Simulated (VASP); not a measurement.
# Tc (Fm-3m) in VASP: a series of runs

Runs on Tc. Level: LDA. Tasks: single point, relaxation of cell and atoms.

All numbers are computed with VASP 6.6.1; they aren't measurements. Logs are shortened: lines on timing, memory, paths and dates and some standing lists are left out, and cuts for length are marked.

### Step 1. The cell of the first run

The structure is cubic, space group Fm-3m (No. 225). The conventional cell has a = 3.812 Å, b = 3.812 Å, c = 3.812 Å, α = 90.00°, β = 90.00°, γ = 90.00°. Within 3.6 Å of Tc (site symmetry m-3m) lie 12 Tc at 2.70 Å.

This isn't the form of Tc at room conditions, which is hcp.

### Step 2. Single point, LDA

INCAR

```
SYSTEM = Tc
PREC     = Accurate       ! precision mode
ENCUT    = 520            ! plane-wave cutoff, eV
EDIFF    = 1E-6           ! SCF threshold, eV
ISMEAR   = -1             ! smearing method
SIGMA    = 0.1            ! smearing width, eV
LREAL    = .False.        ! projectors in reciprocal space
LASPH    = .True.         ! aspherical terms in the spheres
NELM     = 60             ! most SCF steps
ALGO     = Normal         ! electronic algorithm
ISIF     = 2              ! what is computed and relaxed
LWAVE    = .False.        ! write WAVECAR
LCHARG   = .True.         ! write CHGCAR
LELF     = .True.         ! ELF
LVHAR    = .True.       
NBANDS   = 12             ! bands
```

KPOINTS

```
regular mesh
0
Gamma
  11 11 11
  0 0 0
```

POSCAR

```
Tc
1.0
    0.0000000000      1.9058455624      1.9058455624
    1.9058455624      0.0000000000      1.9058455624
    1.9058455624      1.9058455624      0.0000000000
Tc
1
Direct
    0.0000000000      0.0000000000      0.0000000000
```

Potentials or basis: VASP PAW LDA potentials, release 64 (Tc_pv).

Started as:

```
> cat potpaw_LDA.64/Tc_pv/POTCAR > POTCAR
> mpirun -np 1 vasp_std > vasp.out
```

OUTCAR:

```text
SYSTEM = Tc
   PREC = Accurate
   ENCUT = 520
   EDIFF = 1E-6
   ISMEAR = -1
   LREAL = .False.
   LASPH = .True.
   NELM = 60
   ISIF = 2

 ion  position               nearest neighbor table
   1  0.000  0.000  0.000-

  LATTYP: Found a face centered cubic cell.
 ALAT       =     3.8116911248

  Lattice vectors:

 A1 = (   0.0000000000,   1.9058455624,   1.9058455624)
 A2 = (   1.9058455624,   0.0000000000,   1.9058455624)
 A3 = (   1.9058455624,   1.9058455624,   0.0000000000)

Analysis of symmetry for initial positions (statically):
=====================================================================
 Subroutine PRICEL returns:
 Original cell was already a primitive cell.

 Routine SETGRP: Setting up the symmetry group for a
 face centered cubic supercell.

 Subroutine GETGRP returns: Found 48 space group operations
 (whereof 48 operations were pure point group operations)
 out of a pool of 48 trial point group operations.

The static configuration has the point symmetry O_h .

Analysis of symmetry for dynamics (positions and initial velocities):
=====================================================================
 Subroutine PRICEL returns:
 Original cell was already a primitive cell.

 Routine SETGRP: Setting up the symmetry group for a
 face centered cubic supercell.

 Subroutine GETGRP returns: Found 48 space group operations
 (whereof 48 operations were pure point group operations)
 out of a pool of 48 trial point group operations.

The dynamic configuration has the point symmetry O_h .

 Subroutine INISYM returns: Found 48 space group operations
 (whereof 48 operations are pure point group operations),
 and found     1 'primitive' translations

----------------------------------------------------------------------------------------

                                     Primitive cell

  volume of cell :      13.8450

  direct lattice vectors                    reciprocal lattice vectors
     0.000000000  1.905845562  1.905845562    -0.262350743  0.262350743  0.262350743
     1.905845562  0.000000000  1.905845562     0.262350743 -0.262350743  0.262350743
     1.905845562  1.905845562  0.000000000     0.262350743  0.262350743 -0.262350743

  length of vectors
     2.695272642  2.695272642  2.695272642     0.454404817  0.454404817  0.454404817

  position of ions in fractional coordinates (direct lattice)
     0.000000000  0.000000000  0.000000000

  ion indices of the primitive-cell ions
   primitive index   ion index
                 1           1

----------------------------------------------------------------------------------------

 KPOINTS: regular mesh

Automatic generation of k-mesh.
 Grid dimensions read from file:
 generate k-points for:   11   11   11

 Generating k-lattice:

  Cartesian coordinates                     Fractional coordinates (reciprocal lattice)
    -0.023850068  0.023850068  0.023850068     0.090909091  0.000000000  0.000000000
     0.023850068 -0.023850068  0.023850068     0.000000000  0.090909091  0.000000000
     0.023850068  0.023850068 -0.023850068     0.000000000  0.000000000  0.090909091

  Length of vectors
     0.041309529  0.041309529  0.041309529

  Shift w.r.t. Gamma in fractional coordinates (k-lattice)
     0.000000000  0.000000000  0.000000000

 Subroutine IBZKPT returns following result:
 ===========================================

 Found     56 irreducible k-points:

 Following reciprocal coordinates:
            Coordinates               Weight
  0.000000  0.000000  0.000000      1.000000
  0.090909  0.000000  0.000000      8.000000
  0.181818  0.000000  0.000000      8.000000
  0.272727  0.000000  0.000000      8.000000
  0.363636  0.000000  0.000000      8.000000
  0.454545  0.000000  0.000000      8.000000
[... 16 lines left out ...]
 -0.272727  0.181818  0.000000     24.000000
 -0.181818  0.181818  0.000000     12.000000
 [... further k-points ...]
   k-points           NKPTS =     56   k-points in BZ     NKDIM =     56   number of bands    NBANDS=     12
   number of dos      NEDOS =    301   number of ions     NIONS =      1
   total plane-waves  NPLWV =   8000
   dimension x,y,z NGX =    20 NGY =   20 NGZ =   20
   dimension x,y,z NGXF=    40 NGYF=   40 NGZF=   40
   ions per type =               1
   NGX,Y,Z   is equivalent  to a cutoff of  12.34, 12.34, 12.34 a.u.
   NGXF,Y,Z  is equivalent  to a cutoff of  24.67, 24.67, 24.67 a.u.
 SYSTEM =  Tc
   PREC   = accura    normal or accurate (medium, high low for compatibility)
   ISTART =      0    job   : 0-new  1-cont  2-samecut
   ICHARG =      2    charge: 1-file 2-atom 10-const
   ISPIN  =      1    spin polarized calculation?
   LNONCOLLINEAR =      F non collinear calculations
   LSORBIT =      F    spin-orbit coupling
   LASPH  =      T    aspherical Exc in radial PAW
   ENCUT  =  520.0 eV  38.22 Ry    6.18 a.u.   5.01  5.01  5.01*2*pi/ulx,y,z
   NELM   =     60;   NELMIN=  2; NELMDL= -5     # of ELM steps
   EDIFF  = 0.1E-05   stopping-criterion for ELM
   LREAL  =      F    real-space projection
   EDIFFG = 0.1E-04   stopping-criterion for IOM
   NSW    =      0    number of steps for IOM
   IBRION =     -1    ionic relax: 0-MD 1-quasi-New 2-CG
   NFREE  =      0    steps in history (QN), initial steepest desc. (CG)
   ISIF   =      2    stress and relaxation
   ISYM   =      2    0-nonsym 1-usesym 2-fastsym
   POTIM  = 0.5000    time-step for ionic-motion
   TEBEG  =    0.0;   TEEND  =   0.0 temperature during run
   PSTRESS=    0.0 pullay stress
   NELECT =      13.0000    total number of electrons
   NUPDOWN=      -1.0000    fix difference up-down
   EMIN   =  10.00;   EMAX   =-10.00  energy-range for DOS
   EFERMI =   0.00;   METHOD = LEGACY
   ISMEAR =    -1;   SIGMA  =   0.10  broadening in eV -4-tet -1-fermi 0-gaus
   EFERMI_NEDOS =   21; number of points for ismear=-14 and -15
   IALGO  =     38    algorithm
   IMIX   =      4    mixing-type and parameters
     AMIX     =   0.40;   BMIX     =  1.00
     AMIX_MAG =   1.60;   BMIX_MAG =  1.00
  volume/ion in A,a.u.               =      13.85        93.43
  Fermi-wavevector in a.u.,A,eV,Ry     =   1.603091  3.029403 34.965634  2.569902
  Thomas-Fermi vector in A             =   2.699809
   LORBIT       =      0    0 simple, 1 ext, 2 COOP (PROOUT), +10 PAW based schemes
   GGA     = CA    functional components
   LHFCALC =     F    Hartree Fock is set to
   AEXX    =    0.0000 exact exchange contribution
   IVDW    =     0    specifies the selected vdW correction
   LEPSILON=     F    determine dielectric tensor
   LRPA    =     F    only Hartree local field effects (RPA)
 non-spin polarized calculation
  energy-cutoff  :      520.00
  volume of cell :       13.85
 maximum number of plane-waves:       381
   NGX =  9   NGY =  9   NGZ =  9

 number of electron      12.9999997 magnetization

 Free energy of the ion-electron system (eV)
  ---------------------------------------------------
  ext. energy  EPLUGINS =         0.00000000
  ---------------------------------------------------
  free energy    TOTEN  =       -11.67995795 eV

  energy without entropy =      -11.64942457  energy(sigma->0) =      -11.66469126

 E-fermi :  13.2517     XC(G=0): -14.2223

 val. band max:       13.1962988916   @ k =  -0.4545   0.2727   0.0909
 cond. band min:      13.2754805218   @ k =  -0.1818   0.2727   0.0909
 fundamental gap:      0.0791816302
 Fermi energy:        13.2516937968

 k-point     1 :       0.0000    0.0000    0.0000
  band No.  band energies     occupation
      1     -24.8255      2.00000
      2     -24.8255      2.00000
      3     -24.8255      2.00000
      4       5.6262      2.00000
      5      11.3717      2.00000
      6      11.3717      2.00000
      7      11.3717      2.00000
      8      14.1436      0.00027
      9      14.1436      0.00027
     10      27.2845      0.00000
     11      33.0220      0.00000
     12      33.0220      0.00000

 k-point     2 :       0.0909    0.0000    0.0000
  band No.  band energies     occupation
      1     -24.9480      2.00000
      2     -24.8409      2.00000
      3     -24.8409      2.00000
      4       5.9891      2.00000
      5      11.1611      2.00000
      6      11.5280      2.00000
      7      11.5280      2.00000
      8      14.0324      0.00081
      9      14.0324      0.00081
     10      27.9450      0.00000
     11      31.6580      0.00000
     12      33.6589      0.00000

 k-point     3 :       0.1818    0.0000    0.0000
  band No.  band energies     occupation
      1     -25.2691      2.00000
      2     -24.8817      2.00000
      3     -24.8817      2.00000
      4       6.8967      2.00000
      5      10.8254      2.00000
      6      11.8031      2.00000
      7      11.8031      2.00000
      8      13.9629      0.00163
      9      13.9629      0.00163
     10      28.9893      0.00000
     11      30.0461      0.00000
     12      35.4328      0.00000
[... 286 lines left out ...]
 k-point    23 :      -0.2727    0.1818    0.0000
  band No.  band energies     occupation
      1     -25.8720      2.00000
      2     -25.2918      2.00000
      3     -24.9823      2.00000
      4       8.9272      2.00000
      5      10.6230      2.00000
      6      10.9482      2.00000
      7      12.3830      1.99966
      8      13.9497      0.00186
      9      17.8286      0.00000
     10      27.5244      0.00000
     11      30.3699      0.00000
     12      32.0365      0.00000

 k-point    24 :      -0.1818    0.1818    0.0000
  band No.  band energies     occupation
      1     -25.6359      2.00000
      2     -25.1644      2.00000
      3     -24.9201      2.00000
      4       8.5427      2.00000
      5      10.1241      2.00000
      6      11.4556      2.00000
      7      12.7962      1.97919
      8      12.8335      1.96993
      9      16.2174      0.00000
     10      28.7719      0.00000
     11      31.5204      0.00000
     12      34.0075      0.00000

 [... further k-points ...]

------------------------ aborting loop because EDIFF is reached ----------------------------------------

  FORCE on cell =-STRESS in cart. coord.  units (eV):
  Direction    XX          YY          ZZ          XY          YZ          ZX
  --------------------------------------------------------------------------------------
  -------------------------------------------------------------------------------------
  Total        0.0117236      0.0117236      0.0117236      0.0000000      0.0000000      0.0000000
  in kB        1.3566811      1.3566811      1.3566811      0.0000000      0.0000000      0.0000000
  external PRESSURE =       1.3566811 kB  Pullay stress =       0.0000000 kB

 VOLUME and BASIS-vectors are now :
 -----------------------------------------------------------------------------
  energy-cutoff  :      520.00
  volume of cell :       13.85
      direct lattice vectors                 reciprocal lattice vectors
     0.000000000  1.905845562  1.905845562    -0.262350743  0.262350743  0.262350743
     1.905845562  0.000000000  1.905845562     0.262350743 -0.262350743  0.262350743
     1.905845562  1.905845562  0.000000000     0.262350743  0.262350743 -0.262350743

 POSITION                                       TOTAL-FORCE (eV/Angst)
 -----------------------------------------------------------------------------------
      0.00000      0.00000      0.00000         0.000000     -0.000000      0.000000
 -----------------------------------------------------------------------------------
    total drift:                                0.000000      0.000000      0.000000

  FREE ENERGIE OF THE ION-ELECTRON SYSTEM (eV)
  ---------------------------------------------------
  free  energy   TOTEN  =       -11.6799579451 eV

  energy  without entropy=      -11.6494245711  energy(sigma->0) =      -11.66469126
```

Wall time 11 s (1 thread of Intel Xeon 8259CL, shared host); peak memory 0.12 GiB.

What came out:

```
Free energy            : -11.6800 eV
Pressure               : 0.1 GPa
Band gap on the k mesh : zero (an odd number of electrons rules out a gap without spin polarisation)
```

### Step 3. Relaxation of cell and atoms, LDA

INCAR

```
SYSTEM = Tc
ALGO = Normal
EDIFF = 1E-6
EDIFFG = -0.01
ENCUT = 600
IBRION = 2
ISIF = 3
ISMEAR = -1
LASPH = .True.
LCHARG = .False.
LREAL = .False.
LWAVE = .False.
NELM = 60
NSW = 80
PREC = Accurate
SIGMA = 0.1
```

KPOINTS

```
k-points
0
Gamma
  11 11 11
  0 0 0
```

POSCAR is that of step 2.

Potentials or basis: VASP PAW LDA potentials, release 64 (Tc_pv).

Started as:

```
> cat potpaw_LDA.64/Tc_pv/POTCAR > POTCAR
> mpirun -np 1 vasp_std > vasp.out
```

OUTCAR:

```text
SYSTEM = Tc
   EDIFF = 1E-6
   EDIFFG = -0.01
   ENCUT = 600
   IBRION = 2
   ISIF = 3
   ISMEAR = -1
   LASPH = .True.
   LREAL = .False.
   NELM = 60
   NSW = 80
   PREC = Accurate

 ion  position               nearest neighbor table
   1  0.000  0.000  0.000-

  LATTYP: Found a face centered cubic cell.
 ALAT       =     3.8116911248

  Lattice vectors:

 A1 = (   0.0000000000,   1.9058455624,   1.9058455624)
 A2 = (   1.9058455624,   0.0000000000,   1.9058455624)
 A3 = (   1.9058455624,   1.9058455624,   0.0000000000)

Analysis of symmetry for initial positions (statically):
=====================================================================
 Subroutine PRICEL returns:
 Original cell was already a primitive cell.

 Routine SETGRP: Setting up the symmetry group for a
[... 248 lines left out ...]

 val. band max:       13.1832234489   @ k =  -0.4545   0.2727   0.0909
 cond. band min:      13.2622601277   @ k =  -0.1818   0.2727   0.0909
 fundamental gap:      0.0790366789
 Fermi energy:        13.2384788181

 k-point     1 :       0.0000    0.0000    0.0000
  band No.  band energies     occupation
      1     -24.8401      2.00000
      2     -24.8401      2.00000
      3     -24.8401      2.00000
      4       5.6161      2.00000
      5      11.3603      2.00000
      6      11.3603      2.00000
      7      11.3603      2.00000
      8      14.1292      0.00027
      9      14.1292      0.00027
     10      27.2721      0.00000
[... 287 lines left out ...]
 k-point    24 :      -0.1818    0.1818    0.0000
  band No.  band energies     occupation
      1     -25.6485      2.00000
      2     -25.1782      2.00000
      3     -24.9345      2.00000
      4       8.5310      2.00000
      5      10.1140      2.00000
      6      11.4443      2.00000
      7      12.7837      1.97904
      8      12.8209      1.96974
      9      16.2008      0.00000
     10      28.7538      0.00000

 [... further k-points ...]
[... 5 lines left out ...]
  --------------------------------------------------------------------------------------
  -------------------------------------------------------------------------------------
  Total       -0.0038110     -0.0038110     -0.0038110      0.0000000      0.0000000      0.0000000
  in kB       -0.4406971     -0.4406971     -0.4406971      0.0000000      0.0000000      0.0000000
  external PRESSURE =      -0.4406971 kB  Pullay stress =       0.0000000 kB
[... 16 lines left out ...]
  FREE ENERGIE OF THE ION-ELECTRON SYSTEM (eV)
  ---------------------------------------------------
  free  energy   TOTEN  =       -11.6802509321 eV

  energy  without entropy=      -11.6496853660  energy(sigma->0) =      -11.66496815

 reached required accuracy - stopping structural energy minimisation
```

OSZICAR:

```text
N       E                     dE             d eps       ncg     rms          rms(c)
DAV:   1     0.125699665454E+03    0.12570E+03   -0.88407E+03  1120   0.142E+03
DAV:   2    -0.103476921698E+02   -0.13605E+03   -0.13270E+03  1154   0.364E+02
[... 16 lines left out ...]
   2 F= -.11680141E+02 E0= -.11664797E+02  d E =0.100725E-03
       N       E                     dE             d eps       ncg     rms          rms(c)
DAV:   1    -0.116816057928E+02   -0.14657E-02   -0.35149E-02  1182   0.292E+00    0.362E-01
DAV:   2    -0.116802920265E+02    0.13138E-02   -0.29696E-03  1182   0.768E-01    0.573E-02
DAV:   3    -0.116802311180E+02    0.60908E-04   -0.32702E-04  1202   0.250E-01    0.506E-02
DAV:   4    -0.116802503200E+02   -0.19202E-04   -0.15707E-05  1168   0.436E-02    0.166E-03
DAV:   5    -0.116802509321E+02   -0.61210E-06   -0.44819E-07   726   0.895E-03
   3 F= -.11680251E+02 E0= -.11664968E+02  d E =-.932700E-05
```

CONTCAR:

```text
Tc
   1.00000000000000
     0.0000000000000000    1.9063068674827792    1.9063068674827792
     1.9063068674827792    0.0000000000000000    1.9063068674827792
     1.9063068674827792    1.9063068674827792    0.0000000000000000
  Tc
     1
Direct
     0.0000000000000000    0.0000000000000000    0.0000000000000000

  0.00000000E+00  0.00000000E+00  0.00000000E+00
```

It took 23 s on 1 thread of Intel Xeon 8259CL, shared host; peak memory 0.13 GiB.

What came out:

```
Free energy                           : -11.6803 eV
Relaxed volume                        : 13.86 Å³/atom
Relaxed cell                          : a = 2.696 Å, b = 2.696 Å, c = 2.696 Å, α = 60.00°, β = 60.00°, γ = 60.00°
Space group after relaxing (to 0.1 Å) : Fm-3m (No. 225)
Energy gained by relaxing             : 0.0 meV/atom
Ionic steps                           : 3
Pressure after relaxing               : 0.0 GPa
Band gap on the k mesh                : zero (an odd number of electrons rules out a gap without spin polarisation)
```

Final structure:
```
Tc
1.0
     0.00000    1.90631    1.90631
     1.90631    0.00000    1.90631
     1.90631    1.90631    0.00000
Tc
1
Direct
  0.00000 0.00000 0.00000
```

Levels at points of the mesh, in eV from the Fermi level:
| k point | band 4 | band 5 | band 6 | band 7 | band 8 | band 9 | band 10 |
| --- | --- | --- | --- | --- | --- | --- | --- |
| (0.00, 0.00, 0.00) | -7.62 | -1.88 | -1.88 | -1.88 | 0.89 | 0.89 | 14.03 |
